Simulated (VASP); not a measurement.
# C (Fmmm) in VASP: a series of runs

Runs on C. Level: PBE+D3(BJ). Tasks: relaxation of shape and atoms at fixed volume, single point.

Program: VASP 6.6.1. These are calculated values, not measurements. Logs are shortened: lines on timing, memory, paths and dates and some standing lists are left out, and cuts for length are marked.

## (1) The cell of the first run

Symmetry: Fmmm, No. 69, orthorhombic system. The conventional cell has a = 2.491 Å, b = 4.312 Å, c = 7.046 Å, α = 90.00°, β = 90.00°, γ = 90.00°. C (site symmetry m2m) has 3 C at 1.44 Å within 1.9 Å.

## (2) Relaxation of shape and atoms at fixed volume, PBE+D3(BJ) (9.46 Å³/atom)

INCAR

```
ALGO     = Normal         # electronic algorithm
EDIFF    = 1E-6           # SCF threshold, eV
EDIFFG   = -0.01          # ionic threshold
ENCUT    = 600            # plane-wave cutoff, eV
GGA      = PE             # functional
IBRION   = 2              # ionic algorithm
ISIF     = 4              # what is computed and relaxed
ISMEAR   = 0              # smearing method
IVDW     = 12             # dispersion correction
LASPH    = T              # aspherical terms in the spheres
LCHARG   = F              # write CHGCAR
LREAL    = F              # projectors in reciprocal space
LWAVE    = F              # write WAVECAR
NELM     = 100            # most SCF steps
NSW      = 50             # ionic steps
PREC     = Accurate       # precision mode
SIGMA    = 0.02           # smearing width, eV
```

KPOINTS

```
k-points
0
Gamma
  18 18 18
```

POSCAR

```
C
1.0
    0.0000000000      2.1562090343      3.5230002194
    1.2453804334      0.0000000000      3.5230002194
    1.2453804334      2.1562090343      0.0000000000
C
2
Direct
    0.1666866216      0.8333133784      0.1666866216
    0.8333133784      0.1666866216      0.8333133784
```

Potentials or basis: VASP PAW PBE potentials, release 64 (C).

Launch:

```console
> cat potpaw_PBE.64/C/POTCAR > POTCAR
> mpirun -np 1 vasp_std > vasp.out
```

OUTCAR:

```text
EDIFF = 1E-6
   EDIFFG = -0.01
   ENCUT = 600
   GGA = PE
   IBRION = 2
   ISIF = 4
   ISMEAR = 0
   IVDW = 12
   LASPH = T
   LREAL = F
   NELM = 100
   NSW = 50
   PREC = Accurate
 IVDW          = 12

 ion  position               nearest neighbor table
   1  0.167  0.833  0.167-   2 1.44   2 1.44   2 1.44
   2  0.833  0.167  0.833-   1 1.44   1 1.44   1 1.44

  LATTYP: Found a face centered orthorhombic cell.
 ALAT       =     2.4907608668
 B/A-ratio  =     1.7313657550
 C/A-ratio  =     2.8288546415

  Lattice vectors:

 A1 = (   0.0000000000,   2.1562090343,   3.5230002194)
 A2 = (   1.2453804334,   0.0000000000,   3.5230002194)
 A3 = (   1.2453804334,   2.1562090343,   0.0000000000)

Analysis of symmetry for initial positions (statically):
=====================================================================
 Subroutine PRICEL returns:
 Original cell was already a primitive cell.

 Routine SETGRP: Setting up the symmetry group for a
 face centered orthorhombic supercell.

 Subroutine GETGRP returns: Found  8 space group operations
 (whereof  8 operations were pure point group operations)
 out of a pool of  8 trial point group operations.

The static configuration has the point symmetry D_2h.

Analysis of symmetry for dynamics (positions and initial velocities):
=====================================================================
 Subroutine PRICEL returns:
 Original cell was already a primitive cell.

 Routine SETGRP: Setting up the symmetry group for a
 face centered orthorhombic supercell.

 Subroutine GETGRP returns: Found  8 space group operations
 (whereof  8 operations were pure point group operations)
 out of a pool of  8 trial point group operations.

The dynamic configuration has the point symmetry D_2h.

 Subroutine INISYM returns: Found  8 space group operations
 (whereof  8 operations are pure point group operations),
 and found     1 'primitive' translations

----------------------------------------------------------------------------------------

                                     Primitive cell

  volume of cell :      18.9206

  direct lattice vectors                    reciprocal lattice vectors
     0.000000000  2.156209034  3.523000219    -0.401483745  0.231888464  0.141924487
     1.245380433  0.000000000  3.523000219     0.401483745 -0.231888464  0.141924487
     1.245380433  2.156209034  0.000000000     0.401483745  0.231888464 -0.141924487

  length of vectors
     4.130468248  3.736643276  2.490022053     0.484875259  0.484875259  0.484875259

  position of ions in fractional coordinates (direct lattice)
     0.166686622  0.833313378  0.166686622
     0.833313378  0.166686622  0.833313378

  ion indices of the primitive-cell ions
   primitive index   ion index
                 1           1
                 2           2

[... 66 lines left out ...]
   LNONCOLLINEAR =      F non collinear calculations
   LSORBIT =      F    spin-orbit coupling
   LASPH  =      T    aspherical Exc in radial PAW
   ENCUT  =  600.0 eV  44.10 Ry    6.64 a.u.   8.25  7.46  4.97*2*pi/ulx,y,z
   NELM   =    100;   NELMIN=  2; NELMDL= -5     # of ELM steps
   EDIFF  = 0.1E-05   stopping-criterion for ELM
   LREAL  =      F    real-space projection
   EDIFFG = -.1E-01   stopping-criterion for IOM
   NSW    =     50    number of steps for IOM
   IBRION =      2    ionic relax: 0-MD 1-quasi-New 2-CG
   NFREE  =      1    steps in history (QN), initial steepest desc. (CG)
   ISIF   =      4    stress and relaxation
   ISYM   =      2    0-nonsym 1-usesym 2-fastsym
   POTIM  = 0.5000    time-step for ionic-motion
   TEBEG  =    0.0;   TEEND  =   0.0 temperature during run
   PSTRESS=    0.0 pullay stress
   NELECT =       8.0000    total number of electrons
   NUPDOWN=      -1.0000    fix difference up-down
   EMIN   =  10.00;   EMAX   =-10.00  energy-range for DOS
   EFERMI =   0.00;   METHOD = LEGACY
   ISMEAR =     0;   SIGMA  =   0.02  broadening in eV -4-tet -1-fermi 0-gaus
   EFERMI_NEDOS =   21; number of points for ismear=-14 and -15
   IALGO  =     38    algorithm
   IMIX   =      4    mixing-type and parameters
     AMIX     =   0.40;   BMIX     =  1.00
     AMIX_MAG =   1.60;   BMIX_MAG =  1.00
  volume/ion in A,a.u.               =       9.46        63.84
  Fermi-wavevector in a.u.,A,eV,Ry     =   1.228739  2.321980 20.542069  1.509799
  Thomas-Fermi vector in A             =   2.363653
   LORBIT       =      0    0 simple, 1 ext, 2 COOP (PROOUT), +10 PAW based schemes
   GGA     = PE    functional components
   LHFCALC =     F    Hartree Fock is set to
   AEXX    =    0.0000 exact exchange contribution
   IVDW    =    12    specifies the selected vdW correction
   LEPSILON=     F    determine dielectric tensor
   LRPA    =     F    only Hartree local field effects (RPA)
 conjugate gradient relaxation of ions
 non-spin polarized calculation
 Gauss-broadening in eV      SIGMA  =   0.02
  energy-cutoff  :      600.00
  volume of cell :       18.92
 maximum number of plane-waves:       650
 NGX is ok and might be reduce to    36
   NGX = 17   NGY = 15   NGZ =  9

--------------------------------------- Ionic step        1  -------------------------------------------

 number of electron       8.0000000 magnetization

 Free energy of the ion-electron system (eV)
  ---------------------------------------------------
  ext. energy  EPLUGINS =         0.00000000
  ---------------------------------------------------
  free energy    TOTEN  =       -18.42884319 eV

  energy without entropy =      -18.42884144  energy(sigma->0) =      -18.42884232

------------------------ aborting loop because EDIFF is reached ----------------------------------------

 Edisp (eV)   -0.29318

 E8    (eV) :    -0.0826
[... 71 lines left out ...]
--------------------------------------- Ionic step        3  -------------------------------------------

 number of electron       8.0000000 magnetization

 Free energy of the ion-electron system (eV)
  ---------------------------------------------------
  ext. energy  EPLUGINS =         0.00000000
  ---------------------------------------------------
  free energy    TOTEN  =       -18.44452156 eV

  energy without entropy =      -18.44451875  energy(sigma->0) =      -18.44452015

 E-fermi :   4.0926     XC(G=0):  -9.8567

 val. band max:        4.0664855895   @ k =  -0.2778   0.0556   0.3333
 cond. band min:       4.1187276497   @ k =  -0.2222   0.1111   0.3333
 fundamental gap:      0.0522420602
 Fermi energy:         4.0926066160

 k-point     1 :       0.0000    0.0000    0.0000
  band No.  band energies     occupation
      1     -15.4742      2.00000
      2      -2.7566      2.00000
      3       1.0647      2.00000
      4       1.0728      2.00000
      5       7.9189      0.00000
      6      12.3881      0.00000
      7      12.4227      0.00000
      8      15.4479      0.00000
[... 243 lines left out ...]
 k-point    24 :      -0.2222    0.0556    0.0000
  band No.  band energies     occupation
      1     -13.6525      2.00000
      2      -4.0248      2.00000
      3      -1.2031      2.00000
      4      -0.8189      2.00000
      5      10.2442      0.00000
      6      10.5302      0.00000
      7      12.0506      0.00000
      8      18.3904      0.00000

 [... further k-points ...]

------------------------ aborting loop because EDIFF is reached ----------------------------------------

 Edisp (eV)   -0.28860

 E8    (eV) :    -0.0811
[... 25 lines left out ...]
  FREE ENERGIE OF THE ION-ELECTRON SYSTEM (eV)
  ---------------------------------------------------
  free  energy   TOTEN  =       -18.7331236647 eV

  energy  without entropy=      -18.7331208532  energy(sigma->0) =      -18.73312226

 reached required accuracy - stopping structural energy minimisation
```

OSZICAR:

```text
N       E                     dE             d eps       ncg     rms          rms(c)
DAV:   1     0.338386639987E+01    0.33839E+01   -0.46352E+03 14024   0.993E+02
DAV:   2    -0.192197391745E+02   -0.22604E+02   -0.21533E+02 21168   0.124E+02
DAV:   3    -0.195168343746E+02   -0.29710E+00   -0.29698E+00 17192   0.166E+01
DAV:   4    -0.195178944509E+02   -0.10601E-02   -0.10601E-02 22984   0.985E-01
[... 18 lines left out ...]
DAV:   1    -0.184453501650E+02   -0.28259E-03   -0.38608E-02 13856   0.170E+00    0.112E-01
DAV:   2    -0.184447808427E+02    0.56932E-03   -0.79015E-04 20712   0.230E-01    0.646E-02
DAV:   3    -0.184445226194E+02    0.25822E-03   -0.90745E-04 16504   0.204E-01    0.168E-02
DAV:   4    -0.184445217589E+02    0.86048E-06   -0.13784E-05 17832   0.327E-02    0.858E-03
DAV:   5    -0.184445215593E+02    0.19964E-06   -0.21246E-06 17960   0.148E-02
   3 F= -.18733124E+02 E0= -.18733122E+02  d E =-.110962E-01
```

CONTCAR:

```text
C
   1.00000000000000
     0.0000000000000000    2.1375830133938249    3.5848089802589467
     1.2345723929182966    0.0000000000000000    3.5848089802589467
     1.2345723929182966    2.1375830133938249    0.0000000000000000
  C
     2
Direct
     0.1666797011775848    0.8333202988224152    0.1666797011775848
     0.8333202988224152    0.1666797011775848    0.8333202988224152

  0.00000000E+00  0.00000000E+00  0.00000000E+00
  0.00000000E+00  0.00000000E+00  0.00000000E+00
```

Wall time 3.7 min (1 thread of Oxide Virtual Turin-like, shared host); peak memory 0.24 GiB.

Results:

```yaml
Free_energy: -18.7331 eV
Energy_gained_by_relaxing: 5.5 meV/atom
Ionic_steps: 3
Pressure_after_relaxing: -1.6 GPa
Dispersion_energy_per_atom: -0.144 eV
```

The path:
| step | energy change (eV) | largest force (eV/Å) | pressure (GPa) | volume (Å³) |
| --- | --- | --- | --- | --- |
| 1 | 0.0000 | 0.0007 | -8.30 | 18.92 |
| 2 | -0.0108 | 0.0023 | -0.39 | 18.92 |
| 3 | -0.0111 | 0.0018 | -1.57 | 18.92 |

Final structure:
```cif
data_structure
_symmetry_space_group_name_H-M 'P 1'
_symmetry_Int_Tables_number 1
_cell_length_a 4.1737
_cell_length_b 3.7914
_cell_length_c 2.4685
_cell_angle_alpha 80.627
_cell_angle_beta 63.673
_cell_angle_gamma 35.700
_cell_volume 18.92
loop_
_atom_site_label
_atom_site_type_symbol
_atom_site_fract_x
_atom_site_fract_y
_atom_site_fract_z
_atom_site_occupancy
C1 C 0.16668 0.83332 0.16668 1
C2 C 0.83332 0.16668 0.83332 1
```

## (3) Relaxation of shape and atoms at fixed volume, PBE+D3(BJ) (9.82 Å³/atom)

This run uses another cell than the first one, of 9.82 Å³/atom.

INCAR

```
SYSTEM = C
  PREC = Accurate
  ENCUT = 600
  EDIFF = 1E-7
  ISMEAR = 0
  SIGMA = 0.02
  LREAL = .False.
  LASPH = .True.
  NELM = 80
  ALGO = Normal
  ISIF = 4
  LWAVE = .False.
  LCHARG = .False.
  GGA = PE
  IVDW = 12
  IBRION = 2
  NSW = 50
  EDIFFG = -0.01
```

KPOINTS

```
regular mesh
0
Gamma
  18 18 18
  0 0 0
```

POSCAR

```
C
1.0
    0.0000000000      2.1633848192      3.6320761139
    1.2494062401      0.0000000000      3.6320761139
    1.2494062401      2.1633848192      0.0000000000
C
2
Direct
    0.1666821177      0.8333178823      0.1666821177
    0.8333178823      0.1666821177      0.8333178823
```

Potentials or basis: VASP PAW PBE potentials, release 64 (C).

Launch:

```console
> cat potpaw_PBE.64/C/POTCAR > POTCAR
> mpirun -np 1 vasp_std > vasp.out
```

It took 5.7 min on 1 thread of Oxide Virtual Turin-like, shared host; peak memory 0.25 GiB.

It converged, with:

```
Free energy                : -18.7268 eV
Energy gained by relaxing  : 9.5 meV/atom
Ionic steps                : 3
Pressure after relaxing    : -1.9 GPa
Dispersion energy per atom : -0.138 eV
```

Step by step:
```csv
step,energy change (eV),largest force (eV/Å),pressure (GPa),volume (Å³)
1,0.0000,0.0005,-10.51,19.63
2,-0.0187,0.0013,-0.78,19.63
3,-0.0191,0.0011,-1.93,19.63
```

Final structure:
```
C
1.0
     0.00000    2.13859    3.71694
     1.23504    0.00000    3.71694
     1.23504    2.13859    0.00000
C
2
Direct
  0.16668 0.83332 0.16668
  0.83332 0.16668 0.83332
```

## (4) Single point, PBE+D3(BJ)

This run uses another cell than the first one, of 8.94 Å³/atom.

INCAR

```
SYSTEM = C
ALGO = Normal ; EDIFF = 1E-6
ENCUT = 520 ; GGA = PE
ISIF = 2 ; ISMEAR = 0
IVDW = 12 ; LASPH = .True.
LCHARG = .False. ; LREAL = .False.
LWAVE = .False. ; NBANDS = 11
NELM = 60 ; PREC = Accurate
SIGMA = 0.02
```

KPOINTS

```
k-points
0
Gamma
  18 18 18
  0 0 0
```

POSCAR

```
C
1.0
    0.0000000000      2.1341341533      3.3964015074
    1.2327708368      0.0000000000      3.3964015074
    1.2327708368      2.1341341533      0.0000000000
C
2
Direct
    0.1666910991      0.8333089009      0.1666910991
    0.8333089009      0.1666910991      0.8333089009
```

Launch:

```console
> cat potpaw_PBE.64/C/POTCAR > POTCAR
> mpirun -np 1 vasp_std > vasp.out
```

Wall time 4.8 min (1 thread of Oxide Virtual Turin-like, shared host); peak memory 0.22 GiB.

It converged, with:

```
Free energy                : -18.7322 eV
Pressure                   : 0.4 GPa
Dispersion energy per atom : -0.154 eV
```

Stress tensor (GPa, compression positive):
```
 0.69  0.00  0.00
 0.00  0.69  0.00
 0.00  0.00 -0.09
```

## (5) Overview

| task | cell | cutoff (eV) | pressure (GPa) |
| --- | --- | --- | --- |
| relaxation of shape and atoms at fixed volume | relaxed from a = 4.130, b = 3.737, c = 2.490 Å, angles 80.4, 63.1, 36.5°, 2 atoms | 600 | -1.6 |
| relaxation of shape and atoms at fixed volume | relaxed from a = 4.228, b = 3.841, c = 2.498 Å, angles 80.6, 63.7, 35.7°, 2 atoms | 600 | -1.9 |
| single point | a = 4.011, b = 3.613, c = 2.465 Å, angles 80.2, 62.6, 37.3°, 2 atoms | 520 | 0.4 |

Alike in all rows: level PBE+D3(BJ); potentials or basis VASP PAW PBE potentials, release 64 (C); no spin polarisation; k mesh 18 × 18 × 18; smearing gaussian 0.02 eV.

Absolute energies hang on the potentials; compare differences alone.
